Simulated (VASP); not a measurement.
# MnO (Manganosite) (Fm-3m) in VASP: further runs

MnO (Manganosite) is run at these levels: PBE+U; tasks: single point.

All numbers are computed with VASP 6.6.1; they aren't measurements. Logs are shortened: lines on timing, memory, paths and dates and some standing lists are left out, and cuts for length are marked.

## Step 1: The cell of the first run

The structure is cubic, space group Fm-3m (No. 225). Conventional cell: a = 4.446 Å, b = 4.446 Å, c = 4.446 Å, α = 90.00°, β = 90.00°, γ = 90.00°. Mn (site symmetry m-3m) has 6 O at 2.22 Å within 2.9 Å. Within 2.9 Å of O (site symmetry m-3m) lie 6 Mn at 2.22 Å.

## Step 2: Single point, PBE+U, collinear spin, ferromagnetic start

File INCAR:

```
PREC     = Accurate       # precision mode
ENCUT    = 520            # plane-wave cutoff, eV
EDIFF    = 1E-7           # SCF threshold, eV
ISMEAR   = 0              # smearing method
SIGMA    = 0.05           # smearing width, eV
LREAL    = F              # projectors in reciprocal space
LASPH    = T              # aspherical terms in the spheres
NELM     = 150            # most SCF steps
ALGO     = Normal         # electronic algorithm
ISIF     = 2              # what is computed and relaxed
LWAVE    = F              # write WAVECAR
LCHARG   = F              # write CHGCAR
ISPIN    = 2              # spin polarisation
MAGMOM   = 5 0            # initial moments
LORBIT   = 11             # projections on sites
LMAXMIX  = 4              # l up to which the mixer works
LDAU     = T              # DFT+U
LDAUTYPE = 2            
LDAUL    = 2 -1           # shell
LDAUU    = 3.9 0          # U, eV
LDAUJ    = 0 0          
LDAUPRINT= 1            
GGA      = PE             # functional
NBANDS   = 20             # bands
```

File KPOINTS:

```
regular mesh
0
Gamma
  5 5 5
```

File POSCAR:

```
MnO
1.0
    0.0000000000      2.2230000000      2.2230000000
    2.2230000000      0.0000000000      2.2230000000
    2.2230000000      2.2230000000      0.0000000000
Mn O
1 1
Direct
    0.0000000000      0.0000000000      0.0000000000
    0.5000000000      0.5000000000      0.5000000000
```

Potentials or basis: VASP PAW PBE potentials, release 64 (Mn_pv, O).

Run with:

```
> cat potpaw_PBE.64/Mn_pv/POTCAR potpaw_PBE.64/O/POTCAR > POTCAR
> mpirun -np 1 vasp_std > vasp.out
```

OUTCAR:

```text
PREC = Accurate
   ENCUT = 520
   EDIFF = 1E-7
   ISMEAR = 0
   LREAL = F
   LASPH = T
   NELM = 150
   ISIF = 2
   ISPIN = 2
   LORBIT = 11
   GGA = PE

 ion  position               nearest neighbor table
   1  0.000  0.000  0.000-   2 2.22   2 2.22   2 2.22   2 2.22   2 2.22   2 2.22
   2  0.500  0.500  0.500-   1 2.22   1 2.22   1 2.22   1 2.22   1 2.22   1 2.22

  LATTYP: Found a face centered cubic cell.
 ALAT       =     4.4460000000

  Lattice vectors:

 A1 = (   0.0000000000,   2.2230000000,   2.2230000000)
 A2 = (   2.2230000000,   0.0000000000,   2.2230000000)
 A3 = (   2.2230000000,   2.2230000000,   0.0000000000)

Analysis of symmetry for initial positions (statically):
=====================================================================
 Subroutine PRICEL returns:
 Original cell was already a primitive cell.

 Routine SETGRP: Setting up the symmetry group for a
 face centered cubic supercell.

 Subroutine GETGRP returns: Found 48 space group operations
 (whereof 48 operations were pure point group operations)
 out of a pool of 48 trial point group operations.

The static configuration has the point symmetry O_h .

Analysis of symmetry for dynamics (positions and initial velocities):
=====================================================================
 Subroutine PRICEL returns:
 Original cell was already a primitive cell.

 Routine SETGRP: Setting up the symmetry group for a
 face centered cubic supercell.

 Subroutine GETGRP returns: Found 48 space group operations
 (whereof 48 operations were pure point group operations)
 out of a pool of 48 trial point group operations.

The dynamic configuration has the point symmetry O_h .

Analysis of structural, dynamic, and magnetic symmetry:
=====================================================================
 Subroutine PRICEL returns:
 Original cell was already a primitive cell.

 Routine SETGRP: Setting up the symmetry group for a
 face centered cubic supercell.

 Subroutine GETGRP returns: Found 48 space group operations
 (whereof 48 operations were pure point group operations)
 out of a pool of 48 trial point group operations.

The overall configuration has the point symmetry O_h .

 Subroutine INISYM returns: Found 48 space group operations
 (whereof 48 operations are pure point group operations),
 and found     1 'primitive' translations

----------------------------------------------------------------------------------------

                                     Primitive cell

  volume of cell :      21.9709

  direct lattice vectors                    reciprocal lattice vectors
     0.000000000  2.223000000  2.223000000    -0.224921278  0.224921278  0.224921278
     2.223000000  0.000000000  2.223000000     0.224921278 -0.224921278  0.224921278
     2.223000000  2.223000000  0.000000000     0.224921278  0.224921278 -0.224921278

  length of vectors
     3.143796749  3.143796749  3.143796749     0.389575080  0.389575080  0.389575080

  position of ions in fractional coordinates (direct lattice)
     0.000000000  0.000000000  0.000000000
     0.500000000  0.500000000  0.500000000

  ion indices of the primitive-cell ions
   primitive index   ion index
                 1           1
                 2           2

----------------------------------------------------------------------------------------

 KPOINTS: regular mesh

Automatic generation of k-mesh.
[... 57 lines left out ...]
   ISIF   =      2    stress and relaxation
   ISYM   =      2    0-nonsym 1-usesym 2-fastsym
   POTIM  = 0.5000    time-step for ionic-motion
   TEBEG  =    0.0;   TEEND  =   0.0 temperature during run
   PSTRESS=    0.0 pullay stress
   NELECT =      19.0000    total number of electrons
   NUPDOWN=      -1.0000    fix difference up-down
   EMIN   =  10.00;   EMAX   =-10.00  energy-range for DOS
   EFERMI =   0.00;   METHOD = LEGACY
   ISMEAR =     0;   SIGMA  =   0.05  broadening in eV -4-tet -1-fermi 0-gaus
   EFERMI_NEDOS =   21; number of points for ismear=-14 and -15
   IALGO  =     38    algorithm
   IMIX   =      4    mixing-type and parameters
     AMIX     =   0.40;   BMIX     =  1.00
     AMIX_MAG =   1.60;   BMIX_MAG =  1.00
  volume/ion in A,a.u.               =      10.99        74.13
  Fermi-wavevector in a.u.,A,eV,Ry     =   1.559708  2.947420 33.098734  2.432688
  Thomas-Fermi vector in A             =   2.663027
   LORBIT       =     11    0 simple, 1 ext, 2 COOP (PROOUT), +10 PAW based schemes
 LDA+U is selected, type is set to LDAUTYPE =  2
   angular momentum for each species LDAUL =     2   -1
   U (eV)           for each species LDAUU =   3.9  0.0
   J (eV)           for each species LDAUJ =   0.0  0.0
   GGA     = PE    functional components
   LHFCALC =     F    Hartree Fock is set to
   AEXX    =    0.0000 exact exchange contribution
   IVDW    =     0    specifies the selected vdW correction
   LEPSILON=     F    determine dielectric tensor
   LRPA    =     F    only Hartree local field effects (RPA)
 spin polarized calculation
 Gauss-broadening in eV      SIGMA  =   0.05
  energy-cutoff  :      520.00
  volume of cell :       21.97
 maximum number of plane-waves:       609
   NGX = 11   NGY = 11   NGZ = 11

atom =   1  type =  1  l = 2

 onsite density matrix

spin component  1

  0.9404  0.0000  0.0000 -0.0000 -0.0000
  0.0000  0.9404  0.0000  0.0000 -0.0000
  0.0000  0.0000  0.9772 -0.0000  0.0000
 -0.0000  0.0000 -0.0000  0.9404  0.0000
 -0.0000 -0.0000  0.0000  0.0000  0.9772

spin component  2

  0.0190  0.0000 -0.0000  0.0000 -0.0000
  0.0000  0.0190 -0.0000 -0.0000  0.0000
 -0.0000 -0.0000  0.0733 -0.0000 -0.0000
  0.0000 -0.0000 -0.0000  0.0190 -0.0000
 -0.0000  0.0000 -0.0000 -0.0000  0.0733

 occupancies and eigenvectors

  o =  0.0190  v =  0.0000  0.0000  0.0000  0.0000  0.0000  1.0000 -0.0009  0.0000 -0.0043  0.0000      0.0000  0.0000  0.0000  0.0000  0.0000  0.0000  0.0000  0.0000  0.0000  0.0000
  o =  0.0190  v =  0.0000  0.0000  0.0000  0.0000  0.0000 -0.0033 -0.8071 -0.0000 -0.5904 -0.0000      0.0000  0.0000  0.0000  0.0000  0.0000  0.0000  0.0000  0.0000  0.0000  0.0000
  o =  0.0190  v =  0.0000  0.0000  0.0000  0.0000  0.0000  0.0029 -0.5904  0.0000  0.8071 -0.0000      0.0000  0.0000  0.0000  0.0000  0.0000  0.0000  0.0000  0.0000  0.0000  0.0000
  o =  0.0733  v =  0.0000  0.0000  0.0000  0.0000  0.0000  0.0000 -0.0000 -0.9987  0.0000 -0.0502      0.0000  0.0000  0.0000  0.0000  0.0000  0.0000  0.0000  0.0000  0.0000  0.0000
  o =  0.0733  v =  0.0000  0.0000  0.0000  0.0000  0.0000 -0.0000 -0.0000 -0.0502  0.0000  0.9987      0.0000  0.0000  0.0000  0.0000  0.0000  0.0000  0.0000  0.0000  0.0000  0.0000
  o =  0.9404  v =  1.0000  0.0000  0.0000  0.0000  0.0000  0.0000  0.0000  0.0000  0.0000  0.0000      0.0000  0.0000  0.0000  0.0000  0.0000  0.0000  0.0000  0.0000  0.0000  0.0000
  o =  0.9404  v =  0.0000  0.9306  0.0000 -0.3662  0.0000  0.0000  0.0000  0.0000  0.0000  0.0000      0.0000  0.0000  0.0000  0.0000  0.0000  0.0000  0.0000  0.0000  0.0000  0.0000
  o =  0.9404  v =  0.0000 -0.3662 -0.0000 -0.9306 -0.0000  0.0000  0.0000  0.0000  0.0000  0.0000      0.0000  0.0000  0.0000  0.0000  0.0000  0.0000  0.0000  0.0000  0.0000  0.0000
  o =  0.9772  v =  0.0000 -0.0000 -0.0453 -0.0000  0.9990  0.0000  0.0000  0.0000  0.0000  0.0000      0.0000  0.0000  0.0000  0.0000  0.0000  0.0000  0.0000  0.0000  0.0000  0.0000
  o =  0.9772  v =  0.0000 -0.0000  0.9990 -0.0000  0.0453  0.0000  0.0000  0.0000  0.0000  0.0000      0.0000  0.0000  0.0000  0.0000  0.0000  0.0000  0.0000  0.0000  0.0000  0.0000

 number of electron      18.9999991 magnetization       4.9999974

 Free energy of the ion-electron system (eV)
  ---------------------------------------------------
  ext. energy  EPLUGINS =         0.00000000
  ---------------------------------------------------
  free energy    TOTEN  =       -15.45545867 eV

  energy without entropy =      -15.45545867  energy(sigma->0) =      -15.45545867

 E-fermi :   6.9283     XC(G=0): -11.7998

 val. band max:        6.7248427332   @ k =   0.4000   0.0000   0.0000
 cond. band min:       7.1149672457   @ k =   0.0000   0.0000   0.0000
 fundamental gap:      0.3901245125
 Fermi energy:         6.9283406117

 spin component 1

 k-point     1 :       0.0000    0.0000    0.0000
  band No.  band energies     occupation
      1     -42.8498      1.00000
      2     -42.8498      1.00000
      3     -42.8498      1.00000
      4     -12.4402      1.00000
      5       2.7249      1.00000
      6       2.7249      1.00000
[... 206 lines left out ...]
      6       1.1109      1.00000
[... 12 lines left out ...]
     19      33.1797      0.00000
     20      33.7785      0.00000
 Fermi energy:         6.9283406117

 spin component 2

 k-point     1 :       0.0000    0.0000    0.0000
  band No.  band energies     occupation
      1     -37.8917      1.00000
      2     -37.8917      1.00000
      3     -37.8917      1.00000
      4     -12.0606      1.00000
      5       4.4253      1.00000
      6       4.4253      1.00000
[... 219 lines left out ...]
     19      34.6661      0.00000
     20      35.2223      0.00000

------------------------ aborting loop because EDIFF is reached ----------------------------------------

  FORCE on cell =-STRESS in cart. coord.  units (eV):
  Direction    XX          YY          ZZ          XY          YZ          ZX
  --------------------------------------------------------------------------------------
  -------------------------------------------------------------------------------------
  Total        1.0467100      1.0467100      1.0467100     -0.0000000      0.0000000     -0.0000000
  in kB       76.3288247     76.3288247     76.3288247     -0.0000000      0.0000000     -0.0000000
  external PRESSURE =      76.3288247 kB  Pullay stress =       0.0000000 kB

 VOLUME and BASIS-vectors are now :
 -----------------------------------------------------------------------------
  energy-cutoff  :      520.00
  volume of cell :       21.97
      direct lattice vectors                 reciprocal lattice vectors
     0.000000000  2.223000000  2.223000000    -0.224921278  0.224921278  0.224921278
     2.223000000  0.000000000  2.223000000     0.224921278 -0.224921278  0.224921278
     2.223000000  2.223000000  0.000000000     0.224921278  0.224921278 -0.224921278

 POSITION                                       TOTAL-FORCE (eV/Angst)
 -----------------------------------------------------------------------------------
      0.00000      0.00000      0.00000         0.000000      0.000000      0.000000
      2.22300      2.22300      2.22300         0.000000     -0.000000      0.000000
 -----------------------------------------------------------------------------------
    total drift:                                0.000000     -0.000000     -0.000000

  FREE ENERGIE OF THE ION-ELECTRON SYSTEM (eV)
  ---------------------------------------------------
  free  energy   TOTEN  =       -15.4554586663 eV

  energy  without entropy=      -15.4554586661  energy(sigma->0) =      -15.45545867

 total charge

# of ion       s       p       d       tot
------------------------------------------
    1        0.207   6.184   4.960  11.351
    2        1.554   3.457   0.000   5.011
--------------------------------------------------
tot          1.762   9.641   4.960  16.362

 magnetization (x)

# of ion       s       p       d       tot
------------------------------------------
    1        0.032   0.026   4.562   4.621
    2        0.023   0.134   0.000   0.158
--------------------------------------------------
tot          0.056   0.161   4.562   4.779
```

Wall time 5 s (1 thread of Intel Xeon 6975P-C (Granite Rapids), shared host); peak memory 0.14 GiB.

Results:

* Free energy: -15.4555 eV
* Pressure: 7.6 GPa
* Band gap on the k mesh: 0.39 eV, indirect (least direct gap 2.69 eV)
* Net moment: 5.00 μB per cell
* Site moments: Mn +4.62; O +0.16 μB
* Valence electrons inside the program's atomic spheres: Mn 11.35; O 5.01

Eigenvalues of the final occupation matrices:
```tsv
site	spin	trace	eigenvalues
site 1 d	1	4.78	0.94 0.94 0.94 0.98 0.98
site 1 d	2	0.20	0.02 0.02 0.02 0.07 0.07
```

Caveat: the k points lie up to 0.49 Å⁻¹ apart; a cell with one magnetic atom can't hold antiferromagnetic order, which such compounds often take.

## Step 3: Single point, PBE+U, collinear spin, ferromagnetic start

This run uses another cell than the first one: it holds 4 atoms, not 2.

File INCAR:

```
PREC = Accurate
ENCUT = 520
EDIFF = 1E-6
ISMEAR = 0
SIGMA = 0.05
LREAL = False
LASPH = True
NELM = 150
ALGO = Normal
ISIF = 2
LWAVE = False
LCHARG = False
ISPIN = 2
MAGMOM = 5 5 0 0
LORBIT = 11
LMAXMIX = 4
LDAU = True
LDAUTYPE = 2
LDAUL = 2 -1
LDAUU = 3.9 0
LDAUJ = 0 0
LDAUPRINT = 1
GGA = PE
NBANDS = 31
```

File KPOINTS:

```
Automatic mesh
0
Gamma
  5 5 5
```

File POSCAR:

```
MnO
1.0
   -2.2664522252     -2.2664522252      4.5329044504
   -4.5329044504     -2.2664522252      2.2664522252
   -2.2664522252     -4.5329044504      2.2664522252
Mn O
2 2
Direct
    0.0000000000      0.0000000000      0.0000000000
    0.5000000000      0.5000000000      0.5000000000
    1.2500000000     -0.7500000000     -0.7500000000
    1.7500000000     -0.2500000000     -0.2500000000
```

Potentials or basis: VASP PAW PBE potentials, release 64 (Mn_pv, O).

Run with:

```
> cat potpaw_PBE.64/Mn_pv/POTCAR potpaw_PBE.64/O/POTCAR > POTCAR
> mpirun -np 1 vasp_std > vasp.out
```

It took 55 s on 1 thread of Intel Xeon 6975P-C (Granite Rapids), shared host; peak memory 0.31 GiB.

The run converged. Its results:

```
Free energy                                           : -30.9645 eV
Pressure                                              : -1.5 GPa
Band gap on the k mesh                                : 0.10 eV
Net moment                                            : 10.00 μB per cell
Site moments                                          : Mn +4.63; O +0.14 μB
Valence electrons inside the program's atomic spheres : Mn 11.29; O 4.98
```

Levels at points of the mesh, in eV from the valence-band top:
Spin up:
```
           k point  band 21  band 22  band 23  band 24  band 25  band 26  band 27  band 28
(0.00, 0.00, 0.00)    -2.43    -2.43     0.00     0.00     0.10     4.19     8.13    12.27
```
Spin down:
```
           k point  band 10  band 11  band 12  band 13  band 14  band 15  band 16  band 17  band 18  band 19
(0.00, 0.00, 0.00)    -3.25    -3.25    -2.15    -2.15    -2.15     1.45     3.39     3.39     3.39     3.93
```

Eigenvalues of the final occupation matrices:
```
    site  spin  trace               eigenvalues
site 1 d     1   4.77  0.94 0.94 0.94 0.97 0.97
site 1 d     2   0.18  0.02 0.02 0.02 0.07 0.07
site 2 d     1   4.77  0.94 0.94 0.94 0.97 0.97
site 2 d     2   0.18  0.02 0.02 0.02 0.07 0.07
```

Caveat: the k points lie up to 0.46 Å⁻¹ apart; only a ferromagnetic start was run, and an antiferromagnetic order may lie lower in energy. The state reached can hang on the start; a lower one may exist.

## Step 4: Single point, PBE+U, collinear spin, ferromagnetic start

File INCAR:

```
PREC     = Accurate       # precision mode
ENCUT    = 600            # plane-wave cutoff, eV
EDIFF    = 1E-6           # SCF threshold, eV
ISMEAR   = 0              # smearing method
SIGMA    = 0.05           # smearing width, eV
LREAL    = F              # projectors in reciprocal space
LASPH    = T              # aspherical terms in the spheres
NELM     = 200            # most SCF steps
ALGO     = Normal         # electronic algorithm
ISIF     = 2              # what is computed and relaxed
LWAVE    = F              # write WAVECAR
LCHARG   = F              # write CHGCAR
ISPIN    = 2              # spin polarisation
MAGMOM   = 5 0            # initial moments
LORBIT   = 11             # projections on sites
LMAXMIX  = 4              # l up to which the mixer works
LDAU     = T              # DFT+U
LDAUTYPE = 2            
LDAUL    = 2 -1           # shell
LDAUU    = 3.9 0          # U, eV
LDAUJ    = 0 0          
LDAUPRINT= 1            
GGA      = PE             # functional
NBANDS   = 22             # bands
GGA_COMPAT= F
```

File KPOINTS:

```
regular mesh
0
Gamma
  5 5 5
```

File POSCAR:

```
MnO
1.0
    0.0000000000      2.2230000000      2.2230000000
    2.2230000000      0.0000000000      2.2230000000
    2.2230000000      2.2230000000      0.0000000000
Mn O
1 1
Direct
    0.0000000000      0.0000000000      0.0000000000
    0.5000000000      0.5000000000      0.5000000000
```

Potentials or basis: VASP PAW PBE potentials, release 64 (Mn_sv, O).

Run with:

```
> cat potpaw_PBE.64/Mn_sv/POTCAR potpaw_PBE.64/O/POTCAR > POTCAR
> mpirun -np 1 vasp_std > vasp.out
```

Run time: 20 s. Hardware: 1 thread of Intel Xeon Platinum 8488C (Sapphire Rapids), shared host; peak memory 0.17 GiB.

It converged, with:

- Free energy: -15.3095 eV
- Pressure: 5.0 GPa
- Band gap on the k mesh: 0.34 eV, indirect (least direct gap 2.72 eV)
- Net moment: 5.00 μB per cell
- Site moments: Mn +4.49; O +0.17 μB
- Valence electrons inside the program's atomic spheres: Mn 12.88; O 5.01

Levels at points of the mesh, in eV from the valence-band top:
Spin up:
```
           k point  band 10  band 11  band 12  band 13  band 14  band 15  band 16  band 17
(0.00, 0.00, 0.00)    -3.50    -2.70    -2.70    -2.70     0.34    14.75    16.55    16.55
```
Spin down:
| k point | band 6 | band 7 | band 8 | band 9 | band 10 | band 11 |
| --- | --- | --- | --- | --- | --- | --- |
| (0.00, 0.00, 0.00) | -2.37 | -2.37 | -2.37 | 1.69 | 3.22 | 3.22 |

Eigenvalues of the final occupation matrices:
| site | spin | trace | eigenvalues |
| --- | --- | --- | --- |
| site 1 d | 1 | 4.62 | 0.91 0.91 0.91 0.94 0.94 |
| site 1 d | 2 | 0.15 | 0.01 0.01 0.01 0.05 0.05 |

Caveat: the k points lie up to 0.49 Å⁻¹ apart; a cell with one magnetic atom can't hold antiferromagnetic order, which such compounds often take. The state reached can hang on the start; a lower one may exist.

(Continued in part 2 of 2.)
